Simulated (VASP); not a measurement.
# MgB15N15 (a cell with a defect) in VASP: a series of runs, part 2 of 2

VASP 6.6.1. Earlier steps stand in the parts before.

### 3 Single point, r2SCAN, collinear spin

Contents of POSCAR:

```
MgB15N15
1.0
   -3.6241103844      3.6241103844     -3.6241103844
    3.6241103844      3.6241103844      3.6241103844
    3.6241103844     -3.6241103844     -3.6241103844
B Mg N
15 1 15
Direct
   -0.0028280155     -0.0016472284     -0.0435050355
    0.0094034756      0.2569393273      0.7545828908
    0.0093447280      0.5064065497      0.5050652619
   -0.0028349760      0.7082769493      0.2464894600
    0.2557091329      0.0106143487      0.7545774843
    0.2557244625      0.5064247954      0.2587863065
    0.2461946111      0.7509353260     -0.0009042414
    0.5051661727      0.0105378529      0.5050408705
    0.5051966722      0.2569274636      0.2587499643
    0.4980834405      0.4992977046      0.0021250164
    0.4980303993      0.7538768863      0.7474448729
    0.7068938633     -0.0015296575      0.2466089092
    0.7497201234      0.2474126272     -0.0008982333
    0.7526224100      0.4991930957      0.7473828603
    0.7497431217      0.7509708492      0.4956270670
    0.1796344942      0.1808024402      0.4292374317
   -0.0002720663      0.2503210114      0.0062260568
    0.0072651738      0.5059876596      0.7541540395
   -0.0001875328      0.7580877878      0.4985298741
    0.2491267384      0.0009438626      0.0061132639
    0.2525265822      0.2538127454      0.7778179643
    0.2524278351      0.5294636989      0.5018769204
    0.2491979804      0.7578495190      0.2491146934
    0.5047501648      0.0085498135      0.7541323627
    0.5281702416      0.2536126785      0.5018068339
    0.5047994304      0.5060250076      0.2567614268
    0.5012885195      0.7528097636      0.0009297285
    0.7567896440      0.0010167176      0.4985472845
    0.7566392685      0.2504472803      0.2491467111
    0.7515201574      0.5024753294      0.0009060297
    0.7514944293      0.7527379042      0.7505674064
```

Contents of INCAR.step1:

```
PREC = Accurate
ENCUT = 520
ISMEAR = -1
SIGMA = 0.01
LREAL = Auto
LASPH = True
NELM = 150
ISPIN = 2
MAGMOM = 0.04 0.01 0.01 0.04 0.01 0.01 0 0.01 0.01 0 0 0.04 0 0 0 0.03 0.01 0 0.01 0.01 0 0 0.01 0 0 0 0.01 0.01 0.01 0.01 0.01
NUPDOWN = 1.0
NELECT = 121.0
NBANDS = 86
GGA = PE
ALGO = Normal
EDIFF = 1E-4
LWAVE = True
LCHARG = False
```

Contents of INCAR.step2:

```
PREC = Accurate
ENCUT = 520
EDIFF = 1E-7
ISMEAR = -1
SIGMA = 0.01
LREAL = Auto
LASPH = True
NELM = 150
ALGO = Normal
ISIF = 2
LWAVE = False
LCHARG = True
ISPIN = 2
MAGMOM = 0.04 0.01 0.01 0.04 0.01 0.01 0 0.01 0.01 0 0 0.04 0 0 0 0.03 0.01 0 0.01 0.01 0 0 0.01 0 0 0 0.01 0.01 0.01 0.01 0.01
LORBIT = 11
NUPDOWN = 1.0
METAGGA = R2SCAN
LMIXTAU = True
LELF = True
LVHAR = True
NELECT = 121.0
NBANDS = 86
ISTART = 1
```

Contents of KPOINTS:

```
Automatic mesh
0
Gamma
  1 1 1
  0.25 0.25 0.25
```

Potentials or basis: VASP PAW PBE potentials, release 64 (B, Mg, N).

Run with:

```
cat potpaw_PBE.64/B/POTCAR potpaw_PBE.64/Mg/POTCAR potpaw_PBE.64/N/POTCAR > POTCAR
cp INCAR.step1 INCAR
mpirun -np 1 vasp_std > vasp.out
cp INCAR.step2 INCAR
mpirun -np 1 vasp_std > vasp.out
```

OUTCAR:

```text
PREC = Accurate
   ENCUT = 520
   EDIFF = 1E-7
   ISMEAR = -1
   LREAL = Auto
   LASPH = True
   NELM = 150
   ISIF = 2
   ISPIN = 2
   LORBIT = 11
   NUPDOWN = 1.0
   METAGGA = R2SCAN
   NELECT = 121.0
   ISTART = 1

 ion  position               nearest neighbor table
   1  0.997  0.998  0.956-  31 1.48  20 1.50  17 1.50  16 2.45
   2  0.009  0.257  0.755-  21 1.49  18 1.57  28 1.60  17 1.61  16 2.59
   3  0.009  0.506  0.505-  22 1.49  18 1.57  29 1.60  19 1.61  16 2.59
   4  0.997  0.708  0.246-  30 1.48  19 1.50  23 1.50  16 2.45
   5  0.256  0.011  0.755-  21 1.49  24 1.57  19 1.60  20 1.61  16 2.59
   6  0.256  0.506  0.259-  22 1.49  26 1.57  17 1.60  23 1.61  16 2.59
   7  0.246  0.751  0.999-  18 1.53  20 1.55  23 1.55  27 1.59
   8  0.505  0.011  0.505-  25 1.49  24 1.57  23 1.60  28 1.61  16 2.59
   9  0.505  0.257  0.259-  25 1.49  26 1.57  20 1.60  29 1.61  16 2.59
  10  0.498  0.499  0.002-  21 1.50  26 1.57  30 1.59  27 1.59
  11  0.498  0.754  0.747-  22 1.50  24 1.57  27 1.59  31 1.59
  12  0.707  0.998  0.247-  27 1.48  28 1.50  29 1.50  16 2.45
  13  0.750  0.247  0.999-  24 1.53  17 1.55  29 1.55  30 1.59
  14  0.753  0.499  0.747-  25 1.50  18 1.57  30 1.59  31 1.59
  15  0.750  0.751  0.496-  26 1.53  28 1.55  19 1.55  31 1.59
  16  0.180  0.181  0.429-  21 1.93  25 1.93  22 1.93   4 2.45  12 2.45   1 2.45   5 2.59   2 2.59
                             8 2.59   3 2.59   9 2.59   6 2.59
  17  1.000  0.250  0.006-   1 1.50  13 1.55   6 1.60   2 1.61
[... 424 lines left out ...]
    -3.624110384  3.624110384 -3.624110384     0.000000000  0.137964893 -0.137964893
     3.624110384  3.624110384  3.624110384     0.137964893  0.137964893  0.000000000
     3.624110384 -3.624110384 -3.624110384     0.137964893  0.000000000 -0.137964893

 POSITION                                       TOTAL-FORCE (eV/Angst)
 -----------------------------------------------------------------------------------
      3.47072      3.76556     -3.46216        -0.035442     -0.046115      0.041239
      3.63179     -1.76944     -1.83759         0.007444      0.056105     -0.037823
      3.63182      0.03873     -0.02901        -0.000018      0.038616     -0.063347
     -0.15366      5.28740     -1.94027        -0.035517     -0.034932      0.038183
      1.84642     -1.76949     -3.62292         0.041231      0.064697      0.003511
      1.84644      1.82424     -0.02930         0.034551     -0.014505     -0.067323
[... 23 lines left out ...]
     -0.89928      4.54133     -0.90585         0.021138      0.023635     -0.111732
      2.72465      2.73136     -2.71563         0.026032      0.106454     -0.033532
 -----------------------------------------------------------------------------------
    total drift:                                0.000939     -0.007572     -0.002236

  FREE ENERGIE OF THE ION-ELECTRON SYSTEM (eV)
  ---------------------------------------------------
  free  energy   TOTEN  =      -293.9085320958 eV

  energy  without entropy=     -293.9085320958  energy(sigma->0) =     -293.90853210

 total charge

# of ion       s       p       d       tot
------------------------------------------
    1        0.724   1.330   0.000   2.054
    2        0.675   1.322   0.000   1.997
    3        0.675   1.322   0.000   1.997
    4        0.724   1.330   0.000   2.054
    5        0.675   1.322   0.000   1.997
    6        0.675   1.322   0.000   1.997
[... 23 lines left out ...]
   30        1.227   2.780   0.000   4.007
   31        1.227   2.780   0.000   4.007
--------------------------------------------------
tot         28.925  62.136   0.091  91.152

 magnetization (x)

# of ion       s       p       d       tot
------------------------------------------
    1        0.008   0.075   0.000   0.083
    2        0.003   0.007   0.000   0.010
    3        0.003   0.007   0.000   0.010
    4        0.008   0.075   0.000   0.083
    5        0.003   0.007   0.000   0.010
    6        0.003   0.007   0.000   0.010
[... 23 lines left out ...]
   30        0.001   0.011   0.000   0.012
   31        0.001   0.011   0.000   0.012
--------------------------------------------------
tot          0.093   0.398   0.004   0.495
```

Wall time 3.3 min (1 thread of Intel Xeon Platinum 8488C (Sapphire Rapids), shared host); peak memory 0.47 GiB.

Results:

```
Free energy                                           : -293.9085 eV
Largest force                                         : 0.186 eV/Å
Net moment                                            : 1.00 μB per cell
Site moments                                          : B +0.08, +0.01, +0.00 (each value once); Mg +0.07; N +0.01, -0.00, +0.00 (each value once) μB
Valence electrons inside the program's atomic spheres : B 2.05, 2.00, 2.04 (each value once); Mg 0.55; N 4.00, 4.01, 4.10 (each value once)
```

Forces on the atoms (eV/Å):
```
B   -0.035 -0.046  0.041
B    0.007  0.056 -0.038
B    0.000  0.039 -0.063
B   -0.036 -0.035  0.038
B    0.041  0.065  0.004
B    0.035 -0.015 -0.067
B   -0.018 -0.037  0.035
B    0.070  0.036  0.004
B    0.070 -0.011 -0.031
B   -0.036 -0.041  0.042
B   -0.043 -0.038  0.050
B   -0.059 -0.027  0.034
B   -0.033 -0.039  0.019
B   -0.039 -0.041  0.047
B   -0.038 -0.014  0.038
Mg   0.107  0.118 -0.096
N   -0.037 -0.002  0.002
N    0.007  0.017 -0.015
N   -0.034 -0.006  0.013
N    0.004 -0.011  0.030
N   -0.063  0.017  0.049
N   -0.056 -0.052 -0.026
N    0.012 -0.028  0.024
N    0.011  0.011 -0.017
N    0.024 -0.046  0.048
N    0.010  0.014 -0.012
N    0.114  0.017 -0.026
N   -0.010 -0.001  0.030
N   -0.022 -0.029 -0.011
N    0.021  0.024 -0.112
N    0.026  0.106 -0.034
```

Caveat: the k points lie up to 1.23 Å⁻¹ apart, too coarse for converged energies, forces and pressures; the cell carries a net charge on a neutralising background, which shifts energy and pressure; the PAW data sets were made with another functional, which shifts forces and pressure a little; the total moment is fixed, so each spin has its own Fermi level and the state may be an excited one.
